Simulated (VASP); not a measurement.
Wanted: the native input for a VASP 6.6.1 run.

```
Task                   : single point
Functional             : r2SCAN
Potentials or basis    : VASP PAW PBE potentials, release 64 (In_d, Sb)
Cutoff                 : 520 eV
k mesh                 : 10 × 10 × 10
Occupations            : gaussian, width 0.1 eV
Spin                   : no spin polarisation
Dipole correction      : no
Further INCAR settings : ALGO = Normal; EDIFF = 1e-06; NBANDS = 22
```

InSb3:

```
In Sb
1.0
     0.00000    3.77243    3.77243
     3.77243    0.00000    3.77243
     3.77243    3.77243    0.00000
In Sb
1 3
Direct
  0.00000 0.00000 0.00000
  0.25000 0.25000 0.25000
  0.75000 0.75000 0.75000
  0.50000 0.50000 0.50000
```

The input as run:

POSCAR

```
InSb3
1.0
    0.0000000000      3.7724334684      3.7724334684
    3.7724334684      0.0000000000      3.7724334684
    3.7724334684      3.7724334684      0.0000000000
In Sb
1 3
Direct
    0.0000000000      0.0000000000      0.0000000000
    0.2500000000      0.2500000000      0.2500000000
    0.7500000000      0.7500000000      0.7500000000
    0.5000000000      0.5000000000      0.5000000000
```

INCAR.step1

```
PREC = Accurate ; ENCUT = 520
ISMEAR = 0 ; SIGMA = 0.1
LREAL = F ; LASPH = T
NELM = 100 ; NBANDS = 22
GGA = PE ; ALGO = Normal
EDIFF = 1E-4 ; LWAVE = T
LCHARG = F
```

INCAR.step2

```
PREC = Accurate ; ENCUT = 520
EDIFF = 1E-6 ; ISMEAR = 0
SIGMA = 0.1 ; LREAL = F
LASPH = T ; NELM = 100
ALGO = Normal ; ISIF = 2
LWAVE = F ; LCHARG = F
METAGGA = R2SCAN ; LMIXTAU = T
NBANDS = 22 ; ISTART = 1
```

KPOINTS

```
regular mesh
0
Gamma
  10 10 10
```

Potentials or basis: VASP PAW PBE potentials, release 64 (In_d, Sb).

Run with:

```sh
$ cat potpaw_PBE.64/In_d/POTCAR potpaw_PBE.64/Sb/POTCAR > POTCAR
$ cp INCAR.step1 INCAR
$ mpirun -np 1 vasp_std > vasp.out
$ cp INCAR.step2 INCAR
$ mpirun -np 1 vasp_std > vasp.out
```

It gave:

- Pressure: -0.1 GPa
- Band gap on the k mesh: zero (band 14 reaches 9.24 eV, above the bottom of band 15 at 6.00 eV)

Caveat: the PAW data sets were made with another functional, which shifts forces and pressure a little; spin-orbit coupling is left out, which moves the levels of the heavy elements.

Run time: 6.9 min on 1 thread of Intel(R) Xeon(R) Platinum 8375C CPU @ 2.90GHz (Ice Lake), on a shared host, peak memory 0.32 GiB.
